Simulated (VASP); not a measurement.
# Si (Fd-3m) in VASP: further runs

Runs on Si. Level: LDA. Tasks: vibrations by perturbation theory.

Everything below comes from runs of VASP 6.6.1. Logs are shortened: lines on timing, memory, paths and dates and some standing lists are left out, and cuts for length are marked.

**1. The cell of the first run**

Symmetry: Fd-3m, No. 227, cubic system. Conventional cell: a = 5.290 Å, b = 5.290 Å, c = 5.290 Å, α = 90.00°, β = 90.00°, γ = 90.00°. Si (site symmetry -43m) has 4 Si at 2.29 Å within 3.0 Å.

**2. Vibrations by perturbation theory, LDA**

Contents of INCAR:

```
SYSTEM = Si
PREC     = Accurate       ! precision mode
ENCUT    = 520            ! plane-wave cutoff, eV
EDIFF    = 1E-8           ! SCF threshold, eV
ISMEAR   = 0              ! smearing method
SIGMA    = 0.01           ! smearing width, eV
LREAL    = .False.        ! projectors in reciprocal space
LASPH    = .True.         ! aspherical terms in the spheres
NELM     = 100            ! most SCF steps
ALGO     = Normal         ! electronic algorithm
ISIF     = 2              ! what is computed and relaxed
LWAVE    = .False.        ! write WAVECAR
LCHARG   = .True.         ! write CHGCAR
NBANDS   = 11             ! bands
IBRION   = 8              ! ionic algorithm
NSW      = 1              ! ionic steps
```

Contents of KPOINTS:

```
Automatic mesh
0
Gamma
  8 8 8
  0 0 0
```

Contents of POSCAR:

```
Si
1.0
    2.6447594428      2.6447594428      0.0000000000
   -2.6447594428      2.6447594428      0.0000000000
    0.0000000000      2.6447594428      2.6447594428
Si
2
Direct
    0.2500000000      0.7500000000      0.5000000000
    0.0000000000      0.0000000000      0.0000000000
```

Potentials or basis: VASP PAW LDA potentials, release 64 (Si).

Started as:

```sh
$ cat potpaw_LDA.64/Si/POTCAR > POTCAR
$ mpirun -np 1 vasp_std > vasp.out
```

OUTCAR:

```text
SYSTEM = Si
   PREC = Accurate
   ENCUT = 520
   EDIFF = 1E-8
   ISMEAR = 0
   LREAL = .False.
   LASPH = .True.
   NELM = 100
   ISIF = 2
   IBRION = 8
   NSW = 1

 ion  position               nearest neighbor table
   1  0.250  0.750  0.500-   2 2.29   2 2.29   2 2.29   2 2.29
   2  0.000  0.000  0.000-   1 2.29   1 2.29   1 2.29   1 2.29

  LATTYP: Found a face centered cubic cell.
 ALAT       =     5.2895188856

  Lattice vectors:

 A1 = (   0.0000000000,   2.6447594428,   2.6447594428)
 A2 = (   2.6447594428,   0.0000000000,   2.6447594428)
 A3 = (   2.6447594428,   2.6447594428,   0.0000000000)

Analysis of symmetry for initial positions (statically):
=====================================================================
 Subroutine PRICEL returns:
 Original cell was already a primitive cell.

 Routine SETGRP: Setting up the symmetry group for a
 face centered cubic supercell.

 Subroutine GETGRP returns: Found 48 space group operations
 (whereof 24 operations were pure point group operations)
 out of a pool of 48 trial point group operations.

The static configuration has the point symmetry T_d .
 The point group associated with its full space group is O_h .

Analysis of symmetry for dynamics (positions and initial velocities):
=====================================================================
 Subroutine PRICEL returns:
 Original cell was already a primitive cell.

 Routine SETGRP: Setting up the symmetry group for a
 face centered cubic supercell.

 Subroutine GETGRP returns: Found 48 space group operations
 (whereof 24 operations were pure point group operations)
 out of a pool of 48 trial point group operations.

The dynamic configuration has the point symmetry T_d .
 The point group associated with its full space group is O_h .

 Subroutine INISYM returns: Found 48 space group operations
 (whereof 24 operations are pure point group operations),
 and found     1 'primitive' translations

----------------------------------------------------------------------------------------

                                     Primitive cell

  volume of cell :      36.9989

  direct lattice vectors                    reciprocal lattice vectors
     2.644759443  2.644759443  0.000000000     0.189053111  0.189053111 -0.189053111
    -2.644759443  2.644759443  0.000000000    -0.189053111  0.189053111 -0.189053111
     0.000000000  2.644759443  2.644759443     0.000000000  0.000000000  0.378106222

  length of vectors
     3.740254673  3.740254673  3.740254673     0.327449593  0.327449593  0.378106222

  position of ions in fractional coordinates (direct lattice)
     0.250000000  0.750000000  0.500000000
     0.000000000  0.000000000  0.000000000

  ion indices of the primitive-cell ions
   primitive index   ion index
                 1           1
                 2           2

----------------------------------------------------------------------------------------

 KPOINTS: Automatic mesh

Automatic generation of k-mesh.
 Grid dimensions read from file:
 generate k-points for:    8    8    8

 Generating k-lattice:

  Cartesian coordinates                     Fractional coordinates (reciprocal lattice)
     0.023631639  0.023631639 -0.023631639     0.125000000  0.000000000  0.000000000
    -0.023631639  0.023631639 -0.023631639     0.000000000  0.125000000  0.000000000
     0.000000000  0.000000000  0.047263278     0.000000000  0.000000000  0.125000000

  Length of vectors
     0.040931199  0.040931199  0.047263278

  Shift w.r.t. Gamma in fractional coordinates (k-lattice)
     0.000000000  0.000000000  0.000000000

 Subroutine IBZKPT returns following result:
 ===========================================

 Found     29 irreducible k-points:

 Following reciprocal coordinates:
            Coordinates               Weight
  0.000000  0.000000  0.000000      1.000000
  0.125000  0.000000  0.000000      8.000000
  0.250000  0.000000  0.000000      8.000000
  0.375000  0.000000  0.000000      8.000000
  0.500000  0.000000  0.000000      4.000000
  0.125000  0.125000  0.000000     12.000000
[... 16 lines left out ...]
  0.375000  0.250000  0.125000     48.000000
  0.500000  0.250000  0.125000     24.000000
 [... further k-points ...]
   k-points           NKPTS =     29   k-points in BZ     NKDIM =     29   number of bands    NBANDS=     11
   number of dos      NEDOS =    301   number of ions     NIONS =      2
   total plane-waves  NPLWV =  21952
   dimension x,y,z NGX =    28 NGY =   28 NGZ =   28
   dimension x,y,z NGXF=    56 NGYF=   56 NGZF=   56
   ions per type =               2
   NGX,Y,Z   is equivalent  to a cutoff of  12.45, 12.45, 12.45 a.u.
   NGXF,Y,Z  is equivalent  to a cutoff of  24.89, 24.89, 24.89 a.u.
 SYSTEM =  Si
   PREC   = accura    normal or accurate (medium, high low for compatibility)
   ISTART =      0    job   : 0-new  1-cont  2-samecut
   ICHARG =      2    charge: 1-file 2-atom 10-const
   ISPIN  =      1    spin polarized calculation?
   LNONCOLLINEAR =      F non collinear calculations
   LSORBIT =      F    spin-orbit coupling
   LASPH  =      T    aspherical Exc in radial PAW
   ENCUT  =  520.0 eV  38.22 Ry    6.18 a.u.   6.95  6.95  6.95*2*pi/ulx,y,z
   NELM   =    100;   NELMIN=  2; NELMDL= -5     # of ELM steps
   EDIFF  = 0.1E-07   stopping-criterion for ELM
   LREAL  =      F    real-space projection
   EDIFFG = 0.1E-06   stopping-criterion for IOM
   NSW    =      1    number of steps for IOM
   IBRION =      8    ionic relax: 0-MD 1-quasi-New 2-CG
   NFREE  =      0    steps in history (QN), initial steepest desc. (CG)
   ISIF   =      2    stress and relaxation
   ISYM   =      2    0-nonsym 1-usesym 2-fastsym
   POTIM  = 0.5000    time-step for ionic-motion
   TEBEG  =    0.0;   TEEND  =   0.0 temperature during run
   PSTRESS=    0.0 pullay stress
   NELECT =       8.0000    total number of electrons
   NUPDOWN=      -1.0000    fix difference up-down
   EMIN   =  10.00;   EMAX   =-10.00  energy-range for DOS
   EFERMI =   0.00;   METHOD = LEGACY
   ISMEAR =     0;   SIGMA  =   0.01  broadening in eV -4-tet -1-fermi 0-gaus
   EFERMI_NEDOS =   21; number of points for ismear=-14 and -15
   IALGO  =     38    algorithm
   IMIX   =      4    mixing-type and parameters
     AMIX     =   0.40;   BMIX     =  1.00
     AMIX_MAG =   1.60;   BMIX_MAG =  1.00
  volume/ion in A,a.u.               =      18.50       124.84
  Fermi-wavevector in a.u.,A,eV,Ry     =   0.982597  1.856839 13.136375  0.965496
  Thomas-Fermi vector in A             =   2.113691
   LORBIT       =      0    0 simple, 1 ext, 2 COOP (PROOUT), +10 PAW based schemes
   GGA     = CA    functional components
   LHFCALC =     F    Hartree Fock is set to
   AEXX    =    0.0000 exact exchange contribution
   IVDW    =     0    specifies the selected vdW correction
   LEPSILON=     F    determine dielectric tensor
   LRPA    =     F    only Hartree local field effects (RPA)
 non-spin polarized calculation
 Gauss-broadening in eV      SIGMA  =   0.01
  energy-cutoff  :      520.00
  volume of cell :       37.00
 maximum number of plane-waves:      1012
   NGX = 13   NGY = 13   NGZ = 13

--------------------------------------- Ionic step        1  -------------------------------------------

 number of electron       8.0000000 magnetization

 Free energy of the ion-electron system (eV)
  ---------------------------------------------------
  ext. energy  EPLUGINS =         0.00000000
  ---------------------------------------------------
  free energy    TOTEN  =       -11.86471040 eV

  energy without entropy =      -11.86471040  energy(sigma->0) =      -11.86471040

 E-fermi :   6.7036     XC(G=0):  -9.9053

 val. band max:        6.6071152771   @ k =   0.0000   0.0000   0.0000
 cond. band min:       6.9912280293   @ k =  -0.3750   0.3750   0.0000
 fundamental gap:      0.3841127522
 Fermi energy:         6.7035766814

 k-point     1 :       0.0000    0.0000    0.0000
  band No.  band energies     occupation
      1      -5.9085      2.00000
      2       6.6071      2.00000
      3       6.6071      2.00000
      4       6.6071      2.00000
      5       9.1607      0.00000
      6       9.1607      0.00000
      7       9.1607      0.00000
      8      10.7447      0.00000
      9      14.3710      0.00000
     10      14.3710      0.00000
     11      14.6292      0.00000
[... 309 lines left out ...]
 k-point    24 :       0.5000    0.2500    0.1250
  band No.  band energies     occupation
      1      -2.7906      2.00000
      2      -0.4986      2.00000
      3       2.9148      2.00000
      4       4.2611      2.00000
      5       9.6002      0.00000
      6       9.7536      0.00000
      7      12.6781      0.00000
      8      13.8630      0.00000
      9      14.2482      0.00000
     10      17.3584      0.00000
     11      18.7685      0.00000

 [... further k-points ...]
[... 5 lines left out ...]
  --------------------------------------------------------------------------------------
  -------------------------------------------------------------------------------------
  Total        1.6277388      1.6277388      1.6277388      0.0000000     -0.0000000     -0.0000000
  in kB       70.4866352     70.4866352     70.4866352      0.0000000     -0.0000000     -0.0000000
  external PRESSURE =      70.4866352 kB  Pullay stress =       0.0000000 kB

 VOLUME and BASIS-vectors are now :
 -----------------------------------------------------------------------------
  energy-cutoff  :      520.00
  volume of cell :       37.00
      direct lattice vectors                 reciprocal lattice vectors
     2.644759443  2.644759443  0.000000000     0.189053111  0.189053111 -0.189053111
    -2.644759443  2.644759443  0.000000000    -0.189053111  0.189053111 -0.189053111
     0.000000000  2.644759443  2.644759443     0.000000000  0.000000000  0.378106222

 POSITION                                       TOTAL-FORCE (eV/Angst)
 -----------------------------------------------------------------------------------
     -1.32238      3.96714      1.32238         0.000000     -0.000000      0.000000
      0.00000      0.00000      0.00000        -0.000000      0.000000      0.000000
 -----------------------------------------------------------------------------------
    total drift:                                0.000000     -0.000000     -0.000000

  FREE ENERGIE OF THE ION-ELECTRON SYSTEM (eV)
  ---------------------------------------------------
  free  energy   TOTEN  =       -11.8647104048 eV

  energy  without entropy=      -11.8647104048  energy(sigma->0) =      -11.86471040

[... ionic steps 2 to 3 ...]

--------------------------------------- Ionic step        4  -------------------------------------------

 Free energy of the ion-electron system (eV)
  ---------------------------------------------------
  ---------------------------------------------------
  free energy    TOTEN  =        -0.01796051 eV

  energy without entropy =       -0.01796051

------------------------ aborting loop because EDIFF is reached ----------------------------------------

 INTERNAL STRAIN TENSOR  FOR ION    1  DIRECTION 1   (eV/Angst):
 -----------------------------------------------------------------------------
     0.02134  0.00000  0.00000
     0.00000 -0.01191-12.65191
     0.00000-12.65191 -0.01191

 INTERNAL STRAIN TENSOR FOR ION    2 for displacements in x,y,z  (eV/Angst):
          X           Y           Z          XY          YZ          ZX
  --------------------------------------------------------------------------------
  x    -0.00000     0.00000     0.00000     0.00000    12.65191     0.00000
  y     0.00000     0.00000     0.00000     0.00000     0.00000    12.65191
  z     0.00000     0.00000    -0.00000    12.65191     0.00000     0.00000

 SECOND DERIVATIVES (NOT SYMMETRIZED)
 ------------------------------------
               1X          1Y          1Z          2X          2Y          2Z
  1X   -15.441639    0.000000   -0.000000   15.441639   -0.000000    0.000000
  1Y    -0.000000  -15.441639    0.000000    0.000000   15.441639   -0.000000
  1Z    -0.000000    0.000000  -15.441639    0.000000   -0.000000   15.441639
  2X    15.441639   -0.000000    0.000000  -15.441639    0.000000   -0.000000
  2Y     0.000000   15.441639   -0.000000   -0.000000  -15.441639    0.000000
  2Z     0.000000   -0.000000   15.441639   -0.000000    0.000000  -15.441639

 Eigenvectors and eigenvalues of the dynamical matrix
 ----------------------------------------------------

   1 f  =   16.393633 THz   103.004235 2PiTHz  546.832741 cm-1    67.798589 meV
             X         Y         Z           dx          dy          dz
     -1.322380  3.967139  1.322380    -0.000000    0.000000   -0.707107
      0.000000  0.000000  0.000000     0.000000    0.000000    0.707107
[... 21 lines left out ...]
   6 f  =    0.000000 THz     0.000000 2PiTHz    0.000000 cm-1     0.000000 meV
             X         Y         Z           dx          dy          dz
     -1.322380  3.967139  1.322380     0.000000   -0.000000    0.707107
      0.000000  0.000000  0.000000    -0.000000    0.000000    0.707107

--------------------------------------------------------------------------------------------------------

 ELASTIC MODULI CONTR FROM IONIC RELAXATION (kBar)
 Direction    XX          YY          ZZ          XY          YZ          ZX
 --------------------------------------------------------------------------------
 XX          -0.0000      0.0000     -0.0000      0.0000      0.0000      0.0000
 YY           0.0000     -0.0000     -0.0000      0.0000     -0.0000     -0.0000
 ZZ          -0.0000     -0.0000     -0.0000      0.0000      0.0000     -0.0000
 XY           0.0000      0.0000      0.0000   -448.8908     -0.0000      0.0000
 YZ           0.0000     -0.0000      0.0000     -0.0000   -448.8908     -0.0000
 ZX           0.0000     -0.0000     -0.0000      0.0000     -0.0000   -448.8908
 --------------------------------------------------------------------------------
```

Wall time 34 s (1 thread of Intel Xeon Platinum 8488C (Sapphire Rapids), shared host); peak memory 0.19 GiB.

Results:

```
Highest phonon frequency at Γ : 547 cm⁻¹
```

Phonon frequencies in cm⁻¹ (negative: imaginary):
```
              q point        frequencies
(0.000, 0.000, 0.000)  0 0 0 547 547 547
```

Caveat: the cell wasn't relaxed at this level first, which shifts response properties.

**3. Vibrations by perturbation theory, LDA**

This run uses another cell than the first one, of 18.96 Å³/atom, 1.025 times its volume.

Contents of INCAR:

```
SYSTEM = Si
ALGO = Normal
EDIFF = 1E-8
ENCUT = 520
GGA = CA
IBRION = 8
ISIF = 2
ISMEAR = 0
LASPH = .TRUE.
LCHARG = .FALSE.
LREAL = .FALSE.
LWAVE = .FALSE.
NELM = 60
NSW = 1
PREC = Accurate
SIGMA = 0.01
```

Contents of KPOINTS:

```
k-points
0
G
  8 8 8
  0 0 0
```

Contents of POSCAR:

```
Si
1.0
    2.6666562120      2.6666562120      0.0000000000
   -2.6666562120      2.6666562120      0.0000000000
    0.0000000000      2.6666562120      2.6666562120
Si
2
Direct
    0.2500000000      0.7500000000      0.5000000000
    0.0000000000      0.0000000000      0.0000000000
```

Potentials or basis: VASP PAW LDA potentials, release 64 (Si).

Started as:

```sh
$ cat potpaw_LDA.64/Si/POTCAR > POTCAR
$ mpirun -np 1 vasp_std > vasp.out
```

OUTCAR:

```text
SYSTEM = Si
   EDIFF = 1E-8
   ENCUT = 520
   GGA = CA
   IBRION = 8
   ISIF = 2
   ISMEAR = 0
   LASPH = .TRUE.
   LREAL = .FALSE.
   NELM = 60
   NSW = 1
   PREC = Accurate

 ion  position               nearest neighbor table
   1  0.250  0.750  0.500-   2 2.31   2 2.31   2 2.31   2 2.31
   2  0.000  0.000  0.000-   1 2.31   1 2.31   1 2.31   1 2.31

  LATTYP: Found a face centered cubic cell.
 ALAT       =     5.3333124240
[... 517 lines left out ...]
 ------------------------------------
               1X          1Y          1Z          2X          2Y          2Z
  1X   -14.697274    0.000000    0.000000   14.697274    0.000000    0.000000
  1Y     0.000000  -14.697274    0.000000    0.000000   14.697274    0.000000
  1Z     0.000000    0.000000  -14.697274    0.000000    0.000000   14.697274
  2X    14.697274    0.000000    0.000000  -14.697274    0.000000    0.000000
  2Y     0.000000   14.697274    0.000000    0.000000  -14.697274    0.000000
  2Z     0.000000    0.000000   14.697274    0.000000    0.000000  -14.697274

 Eigenvectors and eigenvalues of the dynamical matrix
 ----------------------------------------------------

   1 f  =   15.993625 THz   100.490910 2PiTHz  533.489908 cm-1    66.144289 meV
             X         Y         Z           dx          dy          dz
     -1.333328  3.999984  1.333328     0.000000   -0.707107    0.000000
      0.000000  0.000000  0.000000     0.000000    0.707107    0.000000
[... 21 lines left out ...]
   6 f  =    0.000000 THz     0.000000 2PiTHz    0.000000 cm-1     0.000000 meV
             X         Y         Z           dx          dy          dz
     -1.333328  3.999984  1.333328     0.000000    0.000000    0.707107
      0.000000  0.000000  0.000000     0.000000    0.000000    0.707107

--------------------------------------------------------------------------------------------------------

 ELASTIC MODULI CONTR FROM IONIC RELAXATION (kBar)
 Direction    XX          YY          ZZ          XY          YZ          ZX
 --------------------------------------------------------------------------------
 XX          -0.0000      0.0000      0.0000      0.0000     -0.0000     -0.0000
 YY           0.0000     -0.0000      0.0000      0.0000      0.0000      0.0000
 ZZ           0.0000      0.0000     -0.0000     -0.0000      0.0000     -0.0000
 XY           0.0000      0.0000     -0.0000   -375.3955      0.0000      0.0000
 YZ          -0.0000      0.0000      0.0000      0.0000   -375.3955      0.0000
 ZX          -0.0000      0.0000     -0.0000      0.0000      0.0000   -375.3955
 --------------------------------------------------------------------------------
```

OSZICAR:

```text
N       E                     dE             d eps       ncg     rms          rms(c)
DAV:   1     0.646275421212E+01    0.64628E+01   -0.33775E+03   464   0.785E+02
DAV:   2    -0.118865214087E+02   -0.18349E+02   -0.17954E+02   736   0.839E+01
DAV:   3    -0.121955958474E+02   -0.30907E+00   -0.30907E+00   584   0.128E+01
DAV:   4    -0.121970850772E+02   -0.14892E-02   -0.14892E-02   744   0.992E-01
[... 25 lines left out ...]
RMM:  10    -0.178671692032E-01   -0.53887E-07   -0.52666E-07  2711   0.195E-05    0.257E-06
RMM:  11    -0.178671447906E-01    0.24413E-07   -0.44811E-07  2467   0.147E-05    0.320E-07
RMM:  12    -0.178671516612E-01   -0.68706E-08   -0.50865E-07  1619   0.128E-05    0.141E-07
RMM:  13    -0.178671521869E-01   -0.52570E-09   -0.51205E-07  1189   0.127E-05    0.284E-08
 Linear response finished
```

stdout:

```text
POSCAR found type information on POSCAR Si
 POSCAR found :  1 types and       2 ions
 scaLAPACK will be used
 LDA part: xc-table for (Slater(with rela. corr.)+CA(PZ))
 , standard interpolation
 POSCAR, INCAR and KPOINTS ok, starting setup
 FFT: planning ... GRIDC
 FFT: planning ... GRID_SOFT
 FFT: planning ... GRID
 WAVECAR not read
 entering main loop
 Linear response reoptimize wavefunctions to high precision
 Linear response DOF=           1
 Linear response progress:
 first order change of Fermi-energy  -0.27613E-03
 force on displaced ion       1 direction 1 : -14.697   0.000   0.000
 Linear response finished
```

It took 29 s on 1 thread of Intel Xeon Platinum 8488C (Sapphire Rapids), shared host; peak memory 0.18 GiB.

What came out:

```yaml
Highest_phonon_frequency_at_Γ: 533 cm⁻¹
```

Phonon frequencies in cm⁻¹ (negative: imaginary):
```
              q point        frequencies
(0.000, 0.000, 0.000)  0 0 0 533 533 533
```

Caveat: the cell wasn't relaxed at this level first, which shifts response properties.

(Continued in part 2 of 2.)
